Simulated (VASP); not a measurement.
GaF: single point with PBE

The system is GaF.

```xyz
2
Lattice="0.0000 2.5770 2.5770 2.5770 0.0000 2.5770 2.5770 2.5770 0.0000" Properties=species:S:1:pos:R:3 pbc="T T T"
Ga    1.2885    1.2885    1.2885
F     0.0000    0.0000    0.0000
```

| Property | Result |
| --- | --- |
| Program | VASP 6.6.1 |
| Task | single point |
| Functional | PBE |
| Potentials or basis | VASP PAW PBE potentials, release 64 (Ga_d, F) |
| Cutoff | 600 eV |
| k mesh | 9 × 9 × 9 |
| Occupations | gaussian, width 0.014 eV |
| Spin | no spin polarisation |

| Quantity | Value |
| --- | --- |
| Pressure | 14.5 GPa |
| Band gap on the k mesh | 1.01 eV, direct |

Levels at points of the mesh, in eV from the valence-band top:
```tsv
k point	band 7	band 8	band 9	band 10	band 11	band 12	band 13	band 14
(0.00, 0.00, 0.00)	-5.57	-5.57	-5.57	-5.38	6.68	6.68	6.68	11.26
```

Wall time 57 s on 1 thread of AMD EPYC 7R13, on a shared host, peak memory 0.15 GiB.

A k mesh can miss the band edges. Expect the measured gap to be larger: semilocal functionals such as PBE lack the derivative discontinuity.
